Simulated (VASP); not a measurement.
# SrO (Fm-3m) in VASP: a series of runs

The runs below take SrO through relaxation of the atoms, with r2SCAN.

Program: VASP 6.6.1. These are calculated values, not measurements. Logs are shortened: lines on timing, memory, paths and dates and some standing lists are left out, and cuts for length are marked.

## 1. The cell of the first run

The structure is cubic, space group Fm-3m (No. 225). The conventional cell has a = 5.126 Å, b = 5.126 Å, c = 5.126 Å, α = 90.00°, β = 90.00°, γ = 90.00°. Within 3.4 Å of Sr (site symmetry m-3m) lie 6 O at 2.56 Å. O (site symmetry m-3m) has 6 Sr at 2.56 Å within 3.4 Å.

## 2. Relaxation of the atoms, r2SCAN

POSCAR reads:

```
SrO
1.0
    0.0000000000      2.5632154700      2.5632154700
    2.5632154700      0.0000000000      2.5632154700
    2.5632154700      2.5632154700      0.0000000000
Sr O
1 1
Direct
    0.5000000000      0.5000000000      0.5000000000
    0.0000000000      0.0000000000      0.0000000000
```

INCAR.step1 reads:

```
ALGO = Normal
EDIFF = 1E-4
ENCUT = 520
GGA = PE
ISMEAR = -1
LASPH = True
LCHARG = False
LREAL = False
LWAVE = True
NELM = 80
PREC = Accurate
SIGMA = 0.02
```

INCAR.step2 reads:

```
ALGO = Normal
EDIFF = 1E-6
EDIFFG = -0.01
ENCUT = 520
IBRION = 2
ISIF = 2
ISMEAR = -1
ISTART = 1
LASPH = True
LCHARG = False
LMIXTAU = True
LREAL = False
LWAVE = False
METAGGA = R2SCAN
NELM = 80
NSW = 50
PREC = Accurate
SIGMA = 0.02
```

KPOINTS reads:

```
k-points
0
Gamma
  10 10 10
```

Potentials or basis: VASP PAW PBE potentials, release 64 (Sr_sv, O).

The run is started by

```console
cat potpaw_PBE.64/Sr_sv/POTCAR potpaw_PBE.64/O/POTCAR > POTCAR
cp INCAR.step1 INCAR
mpirun -np 1 vasp_std > vasp.out
cp INCAR.step2 INCAR
mpirun -np 1 vasp_std > vasp.out
```

OUTCAR:

```text
EDIFF = 1E-6
   EDIFFG = -0.01
   ENCUT = 520
   IBRION = 2
   ISIF = 2
   ISMEAR = -1
   ISTART = 1
   LASPH = True
   LREAL = False
   METAGGA = R2SCAN
   NELM = 80
   NSW = 50
   PREC = Accurate

 ion  position               nearest neighbor table
   1  0.500  0.500  0.500-   2 2.56   2 2.56   2 2.56   2 2.56   2 2.56   2 2.56
   2  0.000  0.000  0.000-   1 2.56   1 2.56   1 2.56   1 2.56   1 2.56   1 2.56

  LATTYP: Found a face centered cubic cell.
 ALAT       =     5.1264309400

  Lattice vectors:

 A1 = (   0.0000000000,   2.5632154700,   2.5632154700)
 A2 = (   2.5632154700,   0.0000000000,   2.5632154700)
 A3 = (   2.5632154700,   2.5632154700,   0.0000000000)

Analysis of symmetry for initial positions (statically):
=====================================================================
 Subroutine PRICEL returns:
 Original cell was already a primitive cell.

 Routine SETGRP: Setting up the symmetry group for a
 face centered cubic supercell.

 Subroutine GETGRP returns: Found 48 space group operations
 (whereof 48 operations were pure point group operations)
 out of a pool of 48 trial point group operations.

The static configuration has the point symmetry O_h .

Analysis of symmetry for dynamics (positions and initial velocities):
=====================================================================
 Subroutine PRICEL returns:
 Original cell was already a primitive cell.

 Routine SETGRP: Setting up the symmetry group for a
 face centered cubic supercell.

 Subroutine GETGRP returns: Found 48 space group operations
 (whereof 48 operations were pure point group operations)
 out of a pool of 48 trial point group operations.

The dynamic configuration has the point symmetry O_h .

 Subroutine INISYM returns: Found 48 space group operations
 (whereof 48 operations are pure point group operations),
 and found     1 'primitive' translations

----------------------------------------------------------------------------------------

                                     Primitive cell

  volume of cell :      33.6810

  direct lattice vectors                    reciprocal lattice vectors
     0.000000000  2.563215470  2.563215470    -0.195067487  0.195067487  0.195067487
     2.563215470  0.000000000  2.563215470     0.195067487 -0.195067487  0.195067487
     2.563215470  2.563215470  0.000000000     0.195067487  0.195067487 -0.195067487

  length of vectors
     3.624934081  3.624934081  3.624934081     0.337866798  0.337866798  0.337866798

  position of ions in fractional coordinates (direct lattice)
     0.500000000  0.500000000  0.500000000
     0.000000000  0.000000000  0.000000000

  ion indices of the primitive-cell ions
   primitive index   ion index
                 1           1
                 2           2

----------------------------------------------------------------------------------------

 KPOINTS: k-points

Automatic generation of k-mesh.
 Grid dimensions read from file:
 generate k-points for:   10   10   10

 Generating k-lattice:

  Cartesian coordinates                     Fractional coordinates (reciprocal lattice)
    -0.019506749  0.019506749  0.019506749     0.100000000  0.000000000  0.000000000
     0.019506749 -0.019506749  0.019506749     0.000000000  0.100000000  0.000000000
     0.019506749  0.019506749 -0.019506749     0.000000000  0.000000000  0.100000000

  Length of vectors
     0.033786680  0.033786680  0.033786680

  Shift w.r.t. Gamma in fractional coordinates (k-lattice)
     0.000000000  0.000000000  0.000000000

 Subroutine IBZKPT returns following result:
 ===========================================

 Found     47 irreducible k-points:

 Following reciprocal coordinates:
            Coordinates               Weight
  0.000000  0.000000  0.000000      1.000000
  0.100000  0.000000  0.000000      8.000000
  0.200000  0.000000  0.000000      8.000000
  0.300000  0.000000  0.000000      8.000000
  0.400000  0.000000  0.000000      8.000000
  0.500000  0.000000  0.000000      4.000000
[... 16 lines left out ...]
  0.300000  0.300000  0.000000      6.000000
  0.400000  0.300000  0.000000     24.000000
 [... further k-points ...]
   k-points           NKPTS =     47   k-points in BZ     NKDIM =     47   number of bands    NBANDS=     12
   number of dos      NEDOS =    301   number of ions     NIONS =      2
   total plane-waves  NPLWV =  21952
   dimension x,y,z NGX =    28 NGY =   28 NGZ =   28
   dimension x,y,z NGXF=    56 NGYF=   56 NGZF=   56
   ions per type =               1   1
   NGX,Y,Z   is equivalent  to a cutoff of  12.84, 12.84, 12.84 a.u.
   NGXF,Y,Z  is equivalent  to a cutoff of  25.68, 25.68, 25.68 a.u.
 SYSTEM =  unknown system
   PREC   = accura    normal or accurate (medium, high low for compatibility)
   ISTART =      1    job   : 0-new  1-cont  2-samecut
   ICHARG =      0    charge: 1-file 2-atom 10-const
   ISPIN  =      1    spin polarized calculation?
   LNONCOLLINEAR =      F non collinear calculations
   LSORBIT =      F    spin-orbit coupling
   LASPH  =      T    aspherical Exc in radial PAW
   ENCUT  =  520.0 eV  38.22 Ry    6.18 a.u.   6.74  6.74  6.74*2*pi/ulx,y,z
   NELM   =     80;   NELMIN=  2; NELMDL=  0     # of ELM steps
   EDIFF  = 0.1E-05   stopping-criterion for ELM
   LREAL  =      F    real-space projection
   EDIFFG = -.1E-01   stopping-criterion for IOM
   NSW    =     50    number of steps for IOM
   IBRION =      2    ionic relax: 0-MD 1-quasi-New 2-CG
   NFREE  =      1    steps in history (QN), initial steepest desc. (CG)
   ISIF   =      2    stress and relaxation
   ISYM   =      2    0-nonsym 1-usesym 2-fastsym
   POTIM  = 0.5000    time-step for ionic-motion
   TEBEG  =    0.0;   TEEND  =   0.0 temperature during run
   PSTRESS=    0.0 pullay stress
   NELECT =      16.0000    total number of electrons
   NUPDOWN=      -1.0000    fix difference up-down
   EMIN   =  10.00;   EMAX   =-10.00  energy-range for DOS
   EFERMI =   0.00;   METHOD = LEGACY
   ISMEAR =    -1;   SIGMA  =   0.02  broadening in eV -4-tet -1-fermi 0-gaus
   EFERMI_NEDOS =   21; number of points for ismear=-14 and -15
   IALGO  =     38    algorithm
   IMIX   =      4    mixing-type and parameters
     AMIX     =   0.40;   BMIX     =  1.00
     AMIX_MAG =   1.60;   BMIX_MAG =  1.00
  volume/ion in A,a.u.               =      16.84       113.65
  Fermi-wavevector in a.u.,A,eV,Ry     =   1.277379  2.413896 22.200581  1.631697
  Thomas-Fermi vector in A             =   2.409982
   LORBIT       =      0    0 simple, 1 ext, 2 COOP (PROOUT), +10 PAW based schemes
   METAGGA = R2SCAN    functional components
   LHFCALC =     F    Hartree Fock is set to
   AEXX    =    0.0000 exact exchange contribution
   IVDW    =     0    specifies the selected vdW correction
   LEPSILON=     F    determine dielectric tensor
   LRPA    =     F    only Hartree local field effects (RPA)
 conjugate gradient relaxation of ions
 non-spin polarized calculation
  energy-cutoff  :      520.00
  volume of cell :       33.68
 maximum number of plane-waves:       934
   NGX = 13   NGY = 13   NGZ = 13

 number of electron      15.9999996 magnetization

 Free energy of the ion-electron system (eV)
  ---------------------------------------------------
  ext. energy  EPLUGINS =         0.00000000
  ---------------------------------------------------
  free energy    TOTEN  =       -27.04901229 eV

  energy without entropy =      -27.04901229  energy(sigma->0) =      -27.04901229

 E-fermi :   1.8660     XC(G=0): -10.6331

 val. band max:        1.3843728435   @ k =   0.0000   0.0000   0.0000
 cond. band min:       5.1219176561   @ k =   0.5000   0.5000   0.0000
 fundamental gap:      3.7375448126
 Fermi energy:         1.8659969283

 k-point     1 :       0.0000    0.0000    0.0000
  band No.  band energies     occupation
      1     -32.0544      2.00000
      2     -14.6542      2.00000
      3     -13.0679      2.00000
      4     -13.0679      2.00000
      5     -13.0679      2.00000
      6       1.3844      2.00000
      7       1.3844      2.00000
      8       1.3844      2.00000
      9       6.1128      0.00000
     10       8.1829      0.00000
     11       8.1829      0.00000
     12       8.1829      0.00000

 k-point     2 :       0.1000    0.0000    0.0000
  band No.  band energies     occupation
      1     -32.0407      2.00000
      2     -14.8532      2.00000
      3     -13.0755      2.00000
      4     -13.0755      2.00000
      5     -12.9027      2.00000
      6       1.0963      2.00000
      7       1.2544      2.00000
      8       1.2544      2.00000
      9       6.5679      0.00000
     10       8.0652      0.00000
     11       8.3861      0.00000
     12       8.3861      0.00000

 k-point     3 :       0.2000    0.0000    0.0000
  band No.  band energies     occupation
      1     -32.0048      2.00000
      2     -15.2599      2.00000
      3     -13.0953      2.00000
      4     -13.0953      2.00000
      5     -12.5835      2.00000
      6       0.4734      2.00000
      7       0.9390      2.00000
      8       0.9390      2.00000
      9       7.6543      0.00000
     10       7.9589      0.00000
     11       8.9615      0.00000
     12       8.9615      0.00000

 k-point     4 :       0.3000    0.0000    0.0000
  band No.  band energies     occupation
      1     -31.9597      2.00000
      2     -15.6568      2.00000
      3     -13.1194      2.00000
      4     -13.1194      2.00000
      5     -12.2951      2.00000
      6      -0.1528      2.00000
      7       0.5889      2.00000
      8       0.5889      2.00000
      9       8.0563      0.00000
     10       9.0009      0.00000
     11       9.7852      0.00000
     12       9.7852      0.00000

 k-point     5 :       0.4000    0.0000    0.0000
  band No.  band energies     occupation
      1     -31.9229      2.00000
      2     -15.9330      2.00000
      3     -13.1387      2.00000
      4     -13.1387      2.00000
      5     -12.1068      2.00000
      6      -0.5928      2.00000
      7       0.3307      2.00000
      8       0.3307      2.00000
      9       8.3635      0.00000
     10      10.1046      0.00000
     11      10.5794      0.00000
     12      10.5794      0.00000
[... 228 lines left out ...]
      1     -31.9107      2.00000
      2     -15.7189      2.00000
      3     -13.4604      2.00000
      4     -13.1492      2.00000
      5     -12.2873      2.00000
      6      -0.3164      2.00000
      7       0.3337      2.00000
      8       0.8776      2.00000
      9       8.1762      0.00000
     10       9.0655      0.00000
     11      10.3553      0.00000
     12      10.9695      0.00000

 k-point    22 :      -0.2000    0.2000    0.0000
  band No.  band energies     occupation
      1     -31.9450      2.00000
      2     -15.5940      2.00000
      3     -13.3588      2.00000
      4     -13.1007      2.00000
      5     -12.3225      2.00000
      6      -0.1797      2.00000
      7       0.4248      2.00000
      8       1.0542      2.00000
      9       7.7842      0.00000
     10       8.7587      0.00000
     11       9.5818      0.00000
     12      10.5697      0.00000

 k-point    23 :       0.3000    0.3000    0.0000
  band No.  band energies     occupation
      1     -31.9313      2.00000
      2     -15.2683      2.00000
      3     -13.3125      2.00000
      4     -13.3125      2.00000
      5     -12.8687      2.00000
      6       0.1382      2.00000
      7       1.2462      2.00000
      8       1.2462      2.00000
      9       5.8776      0.00000
     10       8.6549      0.00000
     11      11.3056      0.00000
     12      11.3056      0.00000

 k-point    24 :       0.4000    0.3000    0.0000
  band No.  band energies     occupation
      1     -31.9032      2.00000
      2     -15.2670      2.00000
      3     -13.4274      2.00000
      4     -13.3486      2.00000
      5     -12.9917      2.00000
      6       0.3374      2.00000
      7       1.0868      2.00000
      8       1.1579      2.00000
      9       5.8199      0.00000
     10       9.3458      0.00000
     11      11.6127      0.00000
     12      11.8194      0.00000

 [... further k-points ...]
[... 5 lines left out ...]
  --------------------------------------------------------------------------------------
  -------------------------------------------------------------------------------------
  Total        0.5206692      0.5206692      0.5206692      0.0000000      0.0000000     -0.0000000
  in kB       24.7677804     24.7677804     24.7677804      0.0000000      0.0000000     -0.0000000
  external PRESSURE =      24.7677804 kB  Pullay stress =       0.0000000 kB

 VOLUME and BASIS-vectors are now :
 -----------------------------------------------------------------------------
  energy-cutoff  :      520.00
  volume of cell :       33.68
      direct lattice vectors                 reciprocal lattice vectors
     0.000000000  2.563215470  2.563215470    -0.195067487  0.195067487  0.195067487
     2.563215470  0.000000000  2.563215470     0.195067487 -0.195067487  0.195067487
     2.563215470  2.563215470  0.000000000     0.195067487  0.195067487 -0.195067487

 POSITION                                       TOTAL-FORCE (eV/Angst)
 -----------------------------------------------------------------------------------
      2.56322      2.56322      2.56322         0.000000     -0.000000      0.000000
      0.00000      0.00000      0.00000         0.000000      0.000000     -0.000000
 -----------------------------------------------------------------------------------
    total drift:                                0.000000      0.000000      0.000000

  FREE ENERGIE OF THE ION-ELECTRON SYSTEM (eV)
  ---------------------------------------------------
  free  energy   TOTEN  =       -27.0490122869 eV

  energy  without entropy=      -27.0490122869  energy(sigma->0) =      -27.04901229

 reached required accuracy - stopping structural energy minimisation
```

Run time: 1.7 min. Hardware: 1 thread of Oxide Virtual Turin-like, shared host; peak memory 0.14 GiB.

Results:

| Item | Value |
| --- | --- |
| Free energy | -27.0490 eV |
| Pressure after relaxing | 2.5 GPa |
| Band gap on the k mesh | 3.74 eV (least direct gap 3.82 eV) |

Final structure:
```yaml
crystal:
  lattice:
    - [0.00000, 2.56322, 2.56322]
    - [2.56322, 0.00000, 2.56322]
    - [2.56322, 2.56322, 0.00000]
  atoms:
    - { symbol: Sr, position: [0.50000, 0.50000, 0.50000] }
    - { symbol: O, position: [0.00000, 0.00000, 0.00000] }
```

Caveat: the relaxation stopped at its first step, so nothing moved; the PAW data sets were made with another functional, which shifts forces and pressure a little. A k mesh can miss the band edges.

## 3. Relaxation of the atoms, r2SCAN

This run uses another cell than the first one, of 17.18 Å³/atom.

POSCAR reads:

```
SrO
1.0
    0.0000000000      2.5805350200      2.5805350200
    2.5805350200      0.0000000000      2.5805350200
    2.5805350200      2.5805350200      0.0000000000
Sr O
1 1
Direct
    0.5000000000      0.5000000000      0.5000000000
    0.0000000000      0.0000000000      0.0000000000
```

INCAR.step1 reads:

```
  ALGO = Normal
  EDIFF = 1E-4
  ENCUT = 520
  GGA = PE
  ISMEAR = -1
  LASPH = T
  LCHARG = F
  LREAL = F
  LWAVE = T
  NELM = 60
  PREC = Accurate
  SIGMA = 0.02
```

INCAR.step2 reads:

```
  ALGO = Normal
  EDIFF = 1E-7
  EDIFFG = -0.01
  ENCUT = 520
  IBRION = 2
  ISIF = 2
  ISMEAR = -1
  ISTART = 1
  LASPH = T
  LCHARG = F
  LMIXTAU = T
  LREAL = F
  LWAVE = F
  METAGGA = R2SCAN
  NELM = 60
  NSW = 50
  PREC = Accurate
  SIGMA = 0.02
```

KPOINTS is that of step 2.

Potentials or basis: VASP PAW PBE potentials, release 64 (Sr_sv, O).

The run is started by

```console
cat potpaw_PBE.64/Sr_sv/POTCAR potpaw_PBE.64/O/POTCAR > POTCAR
cp INCAR.step1 INCAR
mpirun -np 1 vasp_std > vasp.out
cp INCAR.step2 INCAR
mpirun -np 1 vasp_std > vasp.out
```

Wall time 97 s (1 thread of Oxide Virtual Turin-like, shared host); peak memory 0.14 GiB.

It converged, with:

| Quantity | Value |
| --- | --- |
| Free energy | -27.0558 eV |
| Pressure after relaxing | 0.5 GPa |
| Band gap on the k mesh | 3.75 eV (least direct gap 3.84 eV) |

Final structure:
```xyz
2
Lattice="0.0000 2.5805 2.5805 2.5805 0.0000 2.5805 2.5805 2.5805 0.0000" Properties=species:S:1:pos:R:3 pbc="T T T"
Sr    2.5805    2.5805    2.5805
O     0.0000    0.0000    0.0000
```

Levels at points of the mesh, in eV from the valence-band top:
```
           k point  band 6  band 7  band 8  band 9  band 10  band 11
(0.00, 0.00, 0.00)    0.00    0.00    0.00    4.58     6.75     6.75
(0.50, 0.00, 0.00)   -2.10   -1.11   -1.11    7.06     8.99     9.42
(0.50, 0.50, 0.00)   -0.45   -0.09   -0.09    3.75     8.43    10.85
```

Caveat: the relaxation stopped at its first step, so nothing moved; the PAW data sets were made with another functional, which shifts forces and pressure a little. A k mesh can miss the band edges.

[end of part 1 of 2]
